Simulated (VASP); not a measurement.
Runs of VASP 6.6.1 on Bi. The structure is that of space group Fd-3m (No. 227), or close to it. The cells are those of the table. This isn't the form of Bi at room conditions, which is rhombohedral.

```tsv
spin	cell	k mesh	gap on the mesh (eV)	pressure (GPa)
off	a = 4.817 Å, angles 60.0°, 2 atoms	9 × 9 × 9	none	(b)
off	a = 5.220 Å, angles 60.0°, 2 atoms	9 × 9 × 9	none	-3.1
off	a = 5.027 Å, angles 60.0°, 2 atoms	13 × 13 × 13	none	-0.1
off	a = 5.157 Å, angles 60.0°, 2 atoms	9 × 9 × 9	none	(a)
non-collinear, zero start, SOC	a = 5.027 Å, angles 60.0°, 2 atoms	8 × 8 × 8	-	0.7
```

Alike in all rows: task single point; level LDA; potentials or basis VASP PAW LDA potentials, release 64 (Bi_d); cutoff (eV) 520; smearing fermi-dirac 0.1 eV.

Q: Fill in the values left out.

A: (a) -2.3; (b) 5.9.

Caveats: spin-orbit coupling is left out, which moves the levels of the heavy elements (at least some runs); the cell stands under pressure (at least some runs); the cell stands under tension (at least some runs).

A k mesh can miss the band edges, and rows without SOC leave out spin-orbit coupling on Bi.

A gap of «none» marks levels without a gap at the run's occupations.
